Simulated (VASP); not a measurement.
Input of a VASP 6.6.1 run:

File INCAR:

```
SYSTEM = K2NaBCl6
  ALGO = Normal
  EDIFF = 1E-6
  ENCUT = 520
  GGA = PE
  ISIF = 2
  ISMEAR = 0
  LASPH = .True.
  LCHARG = .True.
  LELF = .True.
  LREAL = .False.
  LVHAR = .True.
  LWAVE = .False.
  NBANDS = 46
  NELM = 60
  PREC = Accurate
  SIGMA = 0.1
```

The input KPOINTS:

```
k-points
0
Gamma
  4 4 2
  0 0 0
```

POSCAR

```
K2NaBCl6
1.0
    5.3760594174      0.0000000000      0.0000000000
    0.0000000000      5.3760594174      0.0000000000
    0.0000000000      0.0000000000      9.1295263001
K Na B Cl
2 1 1 6
Direct
    0.5000000000      0.5000000000      0.2562475507
    0.5000000000      0.5000000000      0.7437524493
    0.0000000000      0.0000000000      0.5000000000
    0.0000000000      0.0000000000      0.0000000000
    0.5000000000      1.0000000000      0.0000000000
    0.5000000000      1.0000000000      0.5000000000
    0.0000000000      0.5000000000      0.0000000000
    0.0000000000      0.5000000000      0.5000000000
    0.0000000000      0.0000000000      0.1870105018
    0.0000000000      0.0000000000      0.8129894982
```

Potentials or basis: VASP PAW PBE potentials, release 64 (K_sv, Na_pv, B, Cl).

Launch:

```console
$ cat potpaw_PBE.64/K_sv/POTCAR potpaw_PBE.64/Na_pv/POTCAR potpaw_PBE.64/B/POTCAR potpaw_PBE.64/Cl/POTCAR > POTCAR
$ mpirun -np 1 vasp_std > vasp.out
```

Problem. What does it give for the band gap on the k mesh?

Solution. 2.63 eV.

Problem. What does it give for the pressure?

Solution. -0.1 GPa.

Problem. What does it give for the largest force?

Solution. 0.102 eV/Å.

Stress tensor (GPa, compression positive):
```
 0.01  0.00  0.00
 0.00  0.01  0.00
 0.00  0.00 -0.19
```

A k mesh can miss the band edges.
